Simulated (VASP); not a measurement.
A run of VASP 6.6.1 is set up as follows.

The input INCAR:

```
SYSTEM = Cu
PREC = Accurate
ENCUT = 520
EDIFF = 1E-7
ISMEAR = -1
SIGMA = 0.1
LREAL = .FALSE.
LASPH = .TRUE.
NELM = 80
ALGO = Normal
ISIF = 2
LWAVE = .FALSE.
LCHARG = .FALSE.
LDIPOL = .TRUE.
IDIPOL = 3
DIPOL = 0.5 0.5 0.500
GGA = PS
NBANDS = 48
```

Contents of KPOINTS:

```
Automatic mesh
0
G
  18 18 1
  0 0 0
```

File POSCAR:

```
Cu
1.0
    2.5198192012      0.0000000000      0.0000000000
   -1.2599096006      2.1822274411      0.0000000000
    0.0000000000      0.0000000000     28.3445000000
Cu
7
Direct
    0.0000000000      0.0000000000      0.2822409536
    0.3333333340      0.6666666660      0.3548273023
    0.6666666670      0.3333333330      0.4274136510
    0.0000000000      0.0000000000      0.4999999997
    0.3333333340      0.6666666660      0.5725863490
    0.6666666670      0.3333333330      0.6451726977
    0.0000000000      0.0000000000      0.7177590464
```

Potentials or basis: VASP PAW PBE potentials, release 64 (Cu).

Command:

```sh
$ cat potpaw_PBE.64/Cu/POTCAR > POTCAR
$ mpirun -np 1 vasp_std > vasp.out
```

Q: What does it give for the band gap on the k mesh?

A: Zero (an odd number of electrons rules out a gap without spin polarisation).

Q: Predict the largest force.

A: 0.063 eV/Å.

Forces in eV/Å, atoms in the order of the input:
```
Cu   0.000  0.000  0.063
Cu   0.000  0.000 -0.047
Cu   0.000  0.000 -0.028
Cu   0.000  0.000  0.000
Cu   0.000  0.000  0.028
Cu   0.000  0.000  0.047
Cu   0.000  0.000 -0.063
```

Caveat: the PAW data sets were made with another functional, which shifts forces and pressure a little.
